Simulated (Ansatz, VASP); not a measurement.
**MgSe in VASP and in Ansatz**

The input INCAR:

```
  PREC = Accurate
  ENCUT = 600
  EDIFF = 1E-6
  ISMEAR = 0
  SIGMA = 0.05
  LREAL = False
  LASPH = True
  NELM = 120
  ALGO = Normal
  ISIF = 2
  LWAVE = False
  LCHARG = False
  GGA = PE
  NBANDS = 11
  GGA_COMPAT = False
```

File KPOINTS:

```
regular mesh
0
Gamma
  8 8 8
```

File POSCAR:

```
MgSe
1.0
    0.0000000000      2.7254991651      2.7254991651
    2.7254991651      0.0000000000      2.7254991651
    2.7254991651      2.7254991651      0.0000000000
Mg Se
1 1
Direct
    0.0000000000      0.0000000000      0.0000000000
    0.5000000000      0.5000000000      0.5000000000
```

Input for Ansatz:

```yaml
crystal:
  lattice:
    - [0.0, 2.7254991651, 2.7254991651]
    - [2.7254991651, 0.0, 2.7254991651]
    - [2.7254991651, 2.7254991651, 0.0]
  atoms:
    - { symbol: Mg, position: [0.0, 0.0, 0.0] }
    - { symbol: Se, position: [0.5, 0.5, 0.5] }
basis:
  ecutwfc: 420
  ecutrho_ratio: 4
kpoints:
  mp_grid: { grid: [8, 8, 8] }
hamiltonian:
  xc: pbe
scf:
  occupations: { method: gaussian, width: 0.05 }
output:
  forces: true
  stress: true
  eigenvalues: true
```

Alike in both runs: task single point; functional PBE; k mesh 8 × 8 × 8; occupations gaussian, width 0.05 eV; no spin polarisation.

|  | VASP | Ansatz |
| --- | --- | --- |
| version | VASP 6.6.1 | Ansatz 0.2.0 |
| potentials or method | VASP PAW PBE potentials, release 64 (Mg, Se), cutoff 600 eV | scalar-relativistic, plane waves, PAW |
| valence electrons in the cell | 8 | 26 |

|  | VASP | Ansatz | Ansatz less VASP |
| --- | --- | --- | --- |
| gap on the k mesh at the Fermi level (eV) | 1.80 | 1.82 | +0.023 |
| least direct gap on the mesh (eV) | 2.60 | 2.61 | +0.010 |
| pressure (GPa) | 1.9 | 2.0 | +0.12 |

With one functional, cell and mesh, what is left measures potentials, basis and numerics. VASP's potentials hold 8 valence electrons a cell and Ansatz's 26, so a difference there can come from the potentials and not from the codes.
